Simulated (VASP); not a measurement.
# CoSn (P6/mmm) in VASP: further runs

The runs below take CoSn through single point, with PBEsol+D4.

Program: VASP 6.6.1. These are calculated values, not measurements. Logs are shortened: lines on timing, memory, paths and dates and some standing lists are left out, and cuts for length are marked.

## (1) The cell of the first run

It takes space group P6/mmm (No. 191, hexagonal). Conventional cell: a = 5.315 Å, b = 5.315 Å, c = 4.243 Å, α = 90.00°, β = 90.00°, γ = 120.00°. Within 3.5 Å of Co (site symmetry mmm) lie 6 Sn at 2.62 to 2.66 Å and 4 Co at 2.66 Å. Within 3.5 Å of Sn (site symmetry -6m2) lie 6 Co at 2.62 Å and 3 Sn at 3.07 Å. Sn (site symmetry 6/mmm) has 6 Co at 2.66 Å within 3.5 Å.

## (2) Single point, PBEsol+D4, collinear spin, ferromagnetic start

The input, INCAR:

```
PREC = Accurate
ENCUT = 520
EDIFF = 1E-6
ISMEAR = 1
SIGMA = 0.1
LREAL = F
LASPH = T
NELM = 150
ALGO = Normal
ISIF = 2
LWAVE = F
LCHARG = F
ISPIN = 2
MAGMOM = 2.5 2.5 2.5 0 0 0
LORBIT = 11
LMAXMIX = 4
GGA = PS
IVDW = 13
NBANDS = 48
```

The input, KPOINTS:

```
Automatic mesh
0
Gamma
  6 6 7
```

The input, POSCAR:

```
CoSn
1.0
    5.3150747588      0.0000000000      0.0000000000
   -2.6575373794      4.6029858034      0.0000000000
    0.0000000000      0.0000000000      4.2426961878
Co Sn
3 3
Direct
    0.0000000000      0.5000000000      0.0000000000
    0.5000000000      0.5000000000      0.0000000000
    0.5000000000      0.0000000000      0.0000000000
    0.6666666667      0.3333333333      0.5000000000
    0.3333333333      0.6666666667      0.5000000000
    0.0000000000      0.0000000000      0.0000000000
```

Potentials or basis: VASP PAW PBE potentials, release 64 (Co, Sn_d).

Run with:

```sh
$ cat potpaw_PBE.64/Co/POTCAR potpaw_PBE.64/Sn_d/POTCAR > POTCAR
$ mpirun -np 1 vasp_std > vasp.out
```

OUTCAR:

```text
PREC = Accurate
   ENCUT = 520
   EDIFF = 1E-6
   ISMEAR = 1
   LREAL = F
   LASPH = T
   NELM = 150
   ISIF = 2
   ISPIN = 2
   LORBIT = 11
   GGA = PS
   IVDW = 13

 ion  position               nearest neighbor table
   1  0.000  0.500  0.000-   4 2.62   5 2.62   4 2.62   5 2.62   3 2.66   6 2.66   6 2.66   3 2.66
                             2 2.66   2 2.66
   2  0.500  0.500  0.000-   4 2.62   5 2.62   4 2.62   5 2.62   3 2.66   6 2.66   3 2.66   6 2.66
                             1 2.66   1 2.66
   3  0.500  0.000  0.000-   4 2.62   5 2.62   4 2.62   5 2.62   1 2.66   2 2.66   2 2.66   1 2.66
                             6 2.66   6 2.66
   4  0.667  0.333  0.500-   3 2.62   3 2.62   1 2.62   1 2.62   2 2.62   2 2.62   5 3.07   5 3.07
                             5 3.07   6 3.73   6 3.73   6 3.73   6 3.73   6 3.73   6 3.73
   5  0.333  0.667  0.500-   3 2.62   3 2.62   1 2.62   1 2.62   2 2.62   2 2.62   4 3.07   4 3.07
                             4 3.07   6 3.73   6 3.73   6 3.73   6 3.73   6 3.73   6 3.73
   6  0.000  0.000  0.000-   1 2.66   2 2.66   1 2.66   2 2.66   3 2.66   3 2.66   4 3.73   4 3.73
                             5 3.73   5 3.73   5 3.73   4 3.73   5 3.73   4 3.73   4 3.73   5 3.73

  LATTYP: Found a hexagonal cell.
 ALAT       =     5.3150747588
 C/A-ratio  =     0.7982382902

  Lattice vectors:

 A1 = (   5.3150747588,   0.0000000000,   0.0000000000)
 A2 = (  -2.6575373794,   4.6029858034,   0.0000000000)
 A3 = (   0.0000000000,   0.0000000000,   4.2426961878)

Analysis of symmetry for initial positions (statically):
=====================================================================
 Subroutine PRICEL returns:
 Original cell was already a primitive cell.

 Routine SETGRP: Setting up the symmetry group for a
 hexagonal supercell.

 Subroutine GETGRP returns: Found 24 space group operations
 (whereof 24 operations were pure point group operations)
 out of a pool of 24 trial point group operations.

The static configuration has the point symmetry D_6h.

Analysis of symmetry for dynamics (positions and initial velocities):
=====================================================================
 Subroutine PRICEL returns:
 Original cell was already a primitive cell.

 Routine SETGRP: Setting up the symmetry group for a
 hexagonal supercell.

 Subroutine GETGRP returns: Found 24 space group operations
 (whereof 24 operations were pure point group operations)
 out of a pool of 24 trial point group operations.

The dynamic configuration has the point symmetry D_6h.

Analysis of structural, dynamic, and magnetic symmetry:
=====================================================================
 Subroutine PRICEL returns:
 Original cell was already a primitive cell.

 Routine SETGRP: Setting up the symmetry group for a
 hexagonal supercell.

 Subroutine GETGRP returns: Found 24 space group operations
 (whereof 24 operations were pure point group operations)
 out of a pool of 24 trial point group operations.

The overall configuration has the point symmetry D_6h.

 Subroutine INISYM returns: Found 24 space group operations
 (whereof 24 operations are pure point group operations),
 and found     1 'primitive' translations

----------------------------------------------------------------------------------------

                                     Primitive cell

  volume of cell :     103.7985

  direct lattice vectors                    reciprocal lattice vectors
     5.315074759  0.000000000  0.000000000     0.188144108  0.108625145  0.000000000
    -2.657537379  4.602985803  0.000000000     0.000000000  0.217250290  0.000000000
     0.000000000  0.000000000  4.242696188     0.000000000  0.000000000  0.235699177

  length of vectors
     5.315074759  5.315071329  4.242696188     0.217250150  0.217250290  0.235699177

  position of ions in fractional coordinates (direct lattice)
     0.000000000  0.500000000  0.000000000
     0.500000000  0.500000000  0.000000000
     0.500000000  0.000000000  0.000000000
     0.666666667  0.333333333  0.500000000
     0.333333333  0.666666667  0.500000000
     0.000000000  0.000000000  0.000000000

  ion indices of the primitive-cell ions
   primitive index   ion index
                 1           1
                 2           2
                 3           3
[... 59 lines left out ...]
   total plane-waves  NPLWV =  51200
   dimension x,y,z NGX =    40 NGY =   40 NGZ =   32
   dimension x,y,z NGXF=    80 NGYF=   80 NGZF=   64
   ions per type =               3   3
   NGX,Y,Z   is equivalent  to a cutoff of  12.51, 12.51, 12.54 a.u.
   NGXF,Y,Z  is equivalent  to a cutoff of  25.02, 25.02, 25.08 a.u.
 SYSTEM =  unknown system
   PREC   = accura    normal or accurate (medium, high low for compatibility)
   ISTART =      0    job   : 0-new  1-cont  2-samecut
   ICHARG =      2    charge: 1-file 2-atom 10-const
   ISPIN  =      2    spin polarized calculation?
   LNONCOLLINEAR =      F non collinear calculations
   LSORBIT =      F    spin-orbit coupling
   LASPH  =      T    aspherical Exc in radial PAW
   ENCUT  =  520.0 eV  38.22 Ry    6.18 a.u.   9.88  9.88  7.89*2*pi/ulx,y,z
   NELM   =    150;   NELMIN=  2; NELMDL= -5     # of ELM steps
   EDIFF  = 0.1E-05   stopping-criterion for ELM
   LREAL  =      F    real-space projection
   EDIFFG = 0.1E-04   stopping-criterion for IOM
   NSW    =      0    number of steps for IOM
   IBRION =     -1    ionic relax: 0-MD 1-quasi-New 2-CG
   NFREE  =      0    steps in history (QN), initial steepest desc. (CG)
   ISIF   =      2    stress and relaxation
   ISYM   =      2    0-nonsym 1-usesym 2-fastsym
   POTIM  = 0.5000    time-step for ionic-motion
   TEBEG  =    0.0;   TEEND  =   0.0 temperature during run
   PSTRESS=    0.0 pullay stress
   NELECT =      69.0000    total number of electrons
   NUPDOWN=      -1.0000    fix difference up-down
   EMIN   =  10.00;   EMAX   =-10.00  energy-range for DOS
   EFERMI =   0.00;   METHOD = LEGACY
   ISMEAR =     1;   SIGMA  =   0.10  broadening in eV -4-tet -1-fermi 0-gaus
   EFERMI_NEDOS =   21; number of points for ismear=-14 and -15
   IALGO  =     38    algorithm
   IMIX   =      4    mixing-type and parameters
     AMIX     =   0.40;   BMIX     =  1.00
     AMIX_MAG =   1.60;   BMIX_MAG =  1.00
  volume/ion in A,a.u.               =      17.30       116.74
  Fermi-wavevector in a.u.,A,eV,Ry     =   1.428765  2.699975 27.774527  2.041370
  Thomas-Fermi vector in A             =   2.548792
   LORBIT       =     11    0 simple, 1 ext, 2 COOP (PROOUT), +10 PAW based schemes
   GGA     = PS    functional components
   LHFCALC =     F    Hartree Fock is set to
   AEXX    =    0.0000 exact exchange contribution
   IVDW    =    13    specifies the selected vdW correction
   LEPSILON=     F    determine dielectric tensor
   LRPA    =     F    only Hartree local field effects (RPA)
 spin polarized calculation
 Methfessel and Paxton  Order N= 1 SIGMA  =   0.10
  energy-cutoff  :      520.00
  volume of cell :      103.80
 maximum number of plane-waves:      2820
 NGX is ok and might be reduce to    40
   NGX = 19   NGY = 19   NGZ = 15

 number of electron      69.0000014 magnetization       0.0034064

 number of electron      69.0000014 magnetization      -0.0012288

 Free energy of the ion-electron system (eV)
  ---------------------------------------------------
  ext. energy  EPLUGINS =         0.00000000
  ---------------------------------------------------
  free energy    TOTEN  =       -36.84702152 eV

  energy without entropy =      -36.85336958  energy(sigma->0) =      -36.84913754

 E-fermi :   9.4865     XC(G=0): -11.8106

 val. band max:        9.4668883185   @ k =   0.3333  -0.0000   0.2857
 cond. band min:       9.5588754626   @ k =   0.3333   0.3333   0.2857
 fundamental gap:      0.0919871441
 Fermi energy:         9.4864734529

 spin component 1

 k-point     1 :       0.0000    0.0000    0.0000
  band No.  band energies     occupation
      1     -11.9233      1.00000
      2     -11.8136      1.00000
      3     -11.8136      1.00000
      4     -11.8079      1.00000
      5     -11.8079      1.00000
      6     -11.7065      1.00000
[... 1165 lines left out ...]
     45      17.5424      0.00000
     46      17.9035      0.00000

 [... further k-points ...]

 spin component 2

 k-point     1 :       0.0000    0.0000    0.0000
  band No.  band energies     occupation
      1     -11.9233      1.00000
      2     -11.8137      1.00000
      3     -11.8137      1.00000
      4     -11.8079      1.00000
      5     -11.8079      1.00000
      6     -11.7065      1.00000
[... 1165 lines left out ...]
     45      17.5422      0.00000
     46      17.9034      0.00000

 [... further k-points ...]

 [bands above 46 left out]

------------------------ aborting loop because EDIFF is reached ----------------------------------------

  DFT-D4 for vdW energy calculation

  Edisp (eV):   -1.55155

  FORCE on cell =-STRESS in cart. coord.  units (eV):
  Direction    XX          YY          ZZ          XY          YZ          ZX
  --------------------------------------------------------------------------------------
  -------------------------------------------------------------------------------------
  Total      -5.92017    -5.92016    -6.02376     0.00000     0.00000     0.00000
  in kB     -91.38050   -91.38034   -92.97958     0.00000     0.00000     0.00000
  external pressure =      -91.91 kB  Pullay stress =        0.00 kB

 VOLUME and BASIS-vectors are now :
 -----------------------------------------------------------------------------
  energy-cutoff  :      520.00
  volume of cell :      103.80
      direct lattice vectors                 reciprocal lattice vectors
     5.315074759  0.000000000  0.000000000     0.188144108  0.108625145  0.000000000
    -2.657537379  4.602985803  0.000000000     0.000000000  0.217250290  0.000000000
     0.000000000  0.000000000  4.242696188     0.000000000  0.000000000  0.235699177

 POSITION                                       TOTAL-FORCE (eV/Angst)
 -----------------------------------------------------------------------------------
     -1.32877      2.30149      0.00000        -0.000000     -0.000000      0.000000
      1.32877      2.30149      0.00000        -0.000000     -0.000000      0.000000
      2.65754      0.00000      0.00000        -0.000000     -0.000000      0.000000
      2.65754      1.53433      2.12135        -0.000000     -0.000000     -0.000000
     -0.00000      3.06866      2.12135         0.000000      0.000000      0.000000
      0.00000      0.00000      0.00000        -0.000000     -0.000000      0.000000
 -----------------------------------------------------------------------------------
    total drift:                               -0.000000      0.000000     -0.000000

  FREE ENERGIE OF THE ION-ELECTRON SYSTEM (eV)
  ---------------------------------------------------
  free  energy   TOTEN  =       -38.3985706289 eV

  energy  without entropy=      -38.4049186878  energy(sigma->0) =      -38.40068665

 total charge

# of ion       s       p       d       tot
------------------------------------------
    1        0.391   0.442   7.456   8.289
    2        0.391   0.442   7.456   8.289
    3        0.391   0.442   7.456   8.289
    4        1.127   1.229  10.062  12.417
    5        1.127   1.229  10.062  12.417
    6        1.157   1.087  10.033  12.277
--------------------------------------------------
tot          4.584   4.869  52.524  61.977

 magnetization (x)

# of ion       s       p       d       tot
------------------------------------------
    1        0.000   0.000  -0.000  -0.000
    2        0.000   0.000  -0.000  -0.000
    3        0.000   0.000  -0.000  -0.000
    4        0.000   0.000   0.000   0.000
    5        0.000   0.000   0.000   0.000
    6        0.000   0.000   0.000   0.000
--------------------------------------------------
tot          0.000   0.000  -0.000  -0.000
```

It took 3.1 min on 1 thread of Intel Xeon Platinum 8488C (Sapphire Rapids), shared host; peak memory 0.38 GiB.

Results:

| Quantity | Value |
| --- | --- |
| Free energy | -38.3986 eV |
| Pressure | -9.2 GPa |
| Net moment | 0.00 μB per cell |
| Valence electrons inside the program's atomic spheres | Co 8.29; Sn 12.42, 12.28 (each value once) |
| Dispersion energy per atom | -0.259 eV |

Stress tensor (GPa, compression positive):
```
-9.14  0.00  0.00
 0.00 -9.14  0.00
 0.00  0.00 -9.30
```

Levels at points of the mesh, in eV from the Fermi level:
Spin up:
```tsv
k point	band 31	band 32	band 33	band 34	band 35	band 36	band 37	band 38
(0.00, 0.00, 0.00)	-0.44	-0.44	-0.42	-0.42	0.45	0.52	1.28	1.28
(0.50, 0.00, 0.00)	-0.65	-0.43	-0.43	0.66	0.95	1.54	1.73	2.33
```
Spin down:
```csv
k point,band 32,band 33,band 34,band 35,band 36,band 37
"(0.00, 0.00, 0.00)",-0.44,-0.42,-0.42,0.45,0.52,1.28
"(0.50, 0.00, 0.00)",-0.43,-0.43,0.66,0.95,1.54,1.73
```

Caveat: the cell stands under tension; the moments typed at the start vanished in this run; the PAW data sets were made with another functional, which shifts forces and pressure a little; spin-orbit coupling is left out, which moves the levels of the heavy elements.

## (3) Single point, PBEsol+D4, collinear spin, ferromagnetic start

This run uses another cell than the first one, of 15.97 Å³/atom.

The input, INCAR:

```
SYSTEM = CoSn
PREC     = Accurate       ! precision mode
ENCUT    = 520            ! plane-wave cutoff, eV
EDIFF    = 1E-7           ! SCF threshold, eV
ISMEAR   = 1              ! smearing method
SIGMA    = 0.1            ! smearing width, eV
LREAL    = .False.        ! projectors in reciprocal space
LASPH    = .True.         ! aspherical terms in the spheres
NELM     = 150            ! most SCF steps
ALGO     = Normal         ! electronic algorithm
ISIF     = 2              ! what is computed and relaxed
LWAVE    = .False.        ! write WAVECAR
LCHARG   = .False.        ! write CHGCAR
ISPIN    = 2              ! spin polarisation
MAGMOM   = 2.5 2.5 2.5 0 0 0 ! initial moments
LORBIT   = 11             ! projections on sites
LMAXMIX  = 4              ! l up to which the mixer works
GGA      = PS             ! functional
IVDW     = 13             ! dispersion correction
NBANDS   = 48             ! bands
```

The input, KPOINTS:

```
regular mesh
0
Gamma
  6 6 7
  0 0 0
```

Changes to POSCAR since step 2:

```diff
@@ -2,5 +2,5 @@
 1.0
-    5.3150747588      0.0000000000      0.0000000000
-   -2.6575373794      4.6029858034      0.0000000000
-    0.0000000000      0.0000000000      4.2426961878
+    5.1751388762      0.0000000000      0.0000000000
+   -2.5875694381      4.4817978784      0.0000000000
+    0.0000000000      0.0000000000      4.1309940081
 Co Sn
```

Potentials or basis: VASP PAW PBE potentials, release 64 (Co, Sn_d).

Run with:

```sh
$ cat potpaw_PBE.64/Co/POTCAR potpaw_PBE.64/Sn_d/POTCAR > POTCAR
$ mpirun -np 1 vasp_std > vasp.out
```

It took 3.6 min on 1 thread of Intel Xeon 6975P-C (Granite Rapids), shared host; peak memory 0.37 GiB.

Results (log left out):

| Item | Value |
| --- | --- |
| Free energy | -38.6117 eV |
| Pressure | 1.4 GPa |
| Net moment | 0.00 μB per cell |
| Valence electrons inside the program's atomic spheres | Co 8.45; Sn 12.54, 12.38 (each value once) |
| Dispersion energy per atom | -0.279 eV |

Levels at points of the mesh, in eV from the Fermi level:
Spin up:
| k point | band 31 | band 32 | band 33 | band 34 | band 35 | band 36 | band 37 | band 38 |
| --- | --- | --- | --- | --- | --- | --- | --- | --- |
| (0.00, 0.00, 0.00) | -0.47 | -0.47 | -0.45 | -0.45 | 0.53 | 0.72 | 1.45 | 1.45 |
| (0.50, 0.00, 0.00) | -0.69 | -0.47 | -0.46 | 0.75 | 1.05 | 1.82 | 1.88 | 2.79 |
Spin down:
| k point | band 30 | band 31 | band 32 | band 33 | band 34 | band 35 | band 36 | band 37 | band 38 | band 39 |
| --- | --- | --- | --- | --- | --- | --- | --- | --- | --- | --- |
| (0.00, 0.00, 0.00) | -0.50 | -0.47 | -0.47 | -0.45 | -0.45 | 0.53 | 0.72 | 1.45 | 1.45 | 3.04 |
| (0.50, 0.00, 0.00) | -1.03 | -0.69 | -0.47 | -0.46 | 0.75 | 1.05 | 1.82 | 1.88 | 2.79 | 3.51 |

Caveat: the moments typed at the start vanished in this run; the PAW data sets were made with another functional, which shifts forces and pressure a little; spin-orbit coupling is left out, which moves the levels of the heavy elements.

## (4) Single point, PBEsol+D4, collinear spin, ferromagnetic start

This run uses another cell than the first one, of 16.63 Å³/atom.

The input, INCAR:

```
PREC = Accurate
ENCUT = 520
EDIFF = 1E-6
ISMEAR = 1
SIGMA = 0.1
LREAL = False
LASPH = True
NELM = 150
ALGO = Normal
ISIF = 2
LWAVE = False
LCHARG = True
ISPIN = 2
MAGMOM = 2.5 2.5 2.5 0 0 0
LORBIT = 11
LMAXMIX = 4
GGA = PS
IVDW = 13
LELF = True
LVHAR = True
NBANDS = 48
```

The input, KPOINTS:

```
Automatic mesh
0
Gamma
  6 6 7
```

Changes to POSCAR since step 3:

```diff
@@ -2,5 +2,5 @@
 1.0
-    5.1751388762      0.0000000000      0.0000000000
-   -2.5875694381      4.4817978784      0.0000000000
-    0.0000000000      0.0000000000      4.1309940081
+    5.2460400000      0.0000000000      0.0000000000
+   -2.6230200000      4.5432000000      0.0000000000
+    0.0000000000      0.0000000000      4.1875900000
 Co Sn
```

Run with:

```sh
$ cat potpaw_PBE.64/Co/POTCAR potpaw_PBE.64/Sn_d/POTCAR > POTCAR
$ mpirun -np 1 vasp_std > vasp.out
```

It took 3.6 min on 1 thread of Intel Xeon 6975P-C (Granite Rapids), shared host; peak memory 0.37 GiB.

It converged, with:

- Free energy: -38.5708 eV
- Pressure: -4.5 GPa
- Net moment: 0.00 μB per cell
- Valence electrons inside the program's atomic spheres: Co 8.36; Sn 12.48, 12.32 (each value once)
- Dispersion energy per atom: -0.268 eV

Stress tensor (GPa, compression positive):
```
-4.49  0.00  0.00
 0.00 -4.49  0.00
 0.00  0.00 -4.61
```

Levels at points of the mesh, in eV from the Fermi level:
Spin up:
| k point | band 30 | band 31 | band 32 | band 33 | band 34 | band 35 | band 36 | band 37 | band 38 | band 39 |
| --- | --- | --- | --- | --- | --- | --- | --- | --- | --- | --- |
| (0.00, 0.00, 0.00) | -0.47 | -0.46 | -0.46 | -0.44 | -0.44 | 0.49 | 0.62 | 1.36 | 1.36 | 2.93 |
| (0.50, 0.00, 0.00) | -0.98 | -0.67 | -0.45 | -0.45 | 0.70 | 1.00 | 1.68 | 1.81 | 2.55 | 3.35 |
Spin down:
```csv
k point,band 30,band 31,band 32,band 33,band 34,band 35,band 36,band 37,band 38,band 39
"(0.00, 0.00, 0.00)",-0.48,-0.46,-0.46,-0.44,-0.44,0.49,0.62,1.36,1.36,2.93
"(0.50, 0.00, 0.00)",-0.98,-0.67,-0.45,-0.45,0.70,1.00,1.68,1.81,2.55,3.35
```

Caveat: the cell stands under tension; the moments typed at the start vanished in this run; the PAW data sets were made with another functional, which shifts forces and pressure a little; spin-orbit coupling is left out, which moves the levels of the heavy elements.
